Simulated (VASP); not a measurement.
Write the native input for VASP 6.6.1 that does the following.

```
Task                               : single point
Functional                         : HSE06
Potentials or basis                : VASP PAW PBE potentials, release 64 (Si, O)
Cutoff                             : 520 eV
k mesh                             : 6 × 6 × 6
Occupations                        : gaussian, width 0.01 eV
Spin                               : no spin polarisation
Dipole correction                  : no
Grid for exact exchange (PRECFOCK) : Normal
Further INCAR settings             : ALGO = Normal; EDIFF = 1e-06; NBANDS = 15
Share of exact exchange            : 0.25
Screening parameter                : 0.2079 1/Å
```

SiO2:

```xyz
3
Lattice="0.0000 2.2642 2.3774 2.2642 0.0000 2.3774 2.2642 2.2642 0.0000" Properties=species:S:1:pos:R:3 pbc="T T T"
Si    0.0000    0.0000    0.0000
O     1.1321    1.1321    1.1887
O     3.3963    3.3963    3.5661
```

This cell differs from its parent crystal: uniaxial z strain +5.0%.

These files were run (other wordings do the same):

POSCAR

```
SiO2
1.0
    0.0000000000      2.2641691173      2.3773775731
    2.2641691173      0.0000000000      2.3773775731
    2.2641691173      2.2641691173      0.0000000000
Si O
1 2
Direct
    0.0000000000      0.0000000000      0.0000000000
    0.2500000000      0.2500000000      0.2500000000
    0.7500000000      0.7500000000      0.7500000000
```

INCAR.step1

```
  PREC = Accurate
  ENCUT = 520
  EDIFF = 1E-5
  ISMEAR = 0
  SIGMA = 0.01
  LREAL = False
  LASPH = True
  NELM = 60
  ALGO = Normal
  ISIF = 2
  LWAVE = True
  LCHARG = False
  NBANDS = 15
  GGA = PE
```

INCAR.step2

```
  PREC = Accurate
  ENCUT = 520
  EDIFF = 1E-6
  ISMEAR = 0
  SIGMA = 0.01
  LREAL = False
  LASPH = True
  NELM = 60
  ALGO = Normal
  ISIF = 2
  LWAVE = False
  LCHARG = False
  GGA = PE
  LHFCALC = True
  HFSCREEN = 0.2079
  PRECFOCK = Normal
  NBANDS = 15
  ISTART = 1
```

KPOINTS

```
Automatic mesh
0
Gamma
  6 6 6
```

Potentials or basis: VASP PAW PBE potentials, release 64 (Si, O).

The run is started by

```sh
$ cat potpaw_PBE.64/Si/POTCAR potpaw_PBE.64/O/POTCAR > POTCAR
$ cp INCAR.step1 INCAR
$ mpirun -np 1 vasp_std > vasp.out
$ cp INCAR.step2 INCAR
$ mpirun -np 1 vasp_std > vasp.out
```

It gave:

```
Pressure               : -16.6 GPa
Band gap on the k mesh : 2.68 eV (least direct gap 2.94 eV)
```

Caveat: the cell differs from its parent crystal (uniaxial z strain +5.0%); the cell stands under tension; the PAW data sets were made with another functional, which shifts forces and pressure a little.

Wall time 49 min on 1 thread of Intel(R) Xeon(R) Platinum 8259CL CPU @ 2.50GHz (Skylake/Cascade Lake), on a shared host, peak memory 0.25 GiB.
